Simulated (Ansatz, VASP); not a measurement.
Ag: VASP beside Ansatz

```
Ag
1.0
     2.75795    0.00000    0.00000
    -1.37898    2.38846    0.00000
     0.00000    0.00000   13.19674
Ag
5
Direct
  0.66667 0.33333 0.80000
  0.00000 0.00000 0.00000
  0.33333 0.66667 0.20000
  0.66667 0.33333 0.40000
  0.33333 0.66667 0.60000
```

Alike in both runs: task relaxation of cell and atoms; functional PBE; k mesh 6 × 6 × 2; occupations gaussian, width 0.1 eV; no spin polarisation.

|  | VASP | Ansatz |
| --- | --- | --- |
| version | VASP 6.6.1 | Ansatz 0.2.0 |
| potentials or method | VASP PAW PBE potentials, release 64 (Ag), cutoff 600 eV | scalar-relativistic, plane waves, PAW |
| valence electrons in the cell | 55 | 95 |

```csv
,VASP,Ansatz,Ansatz less VASP
"gap on the k mesh at the Fermi level, each at its own relaxed structure (eV)",none,none,-
relaxed volume (Å³/atom),17.98,18.01,+0.030
relaxed cell length with the largest relative difference (Å),2.921,2.926,+0.0045
```

A gap of «none» marks a metal or a gap that the smearing closes. VASP's potentials hold 55 valence electrons a cell and Ansatz's 95, so a difference there can come from the potentials and not from the codes.

The k mesh is coarse, so the values compare programs but aren't converged.
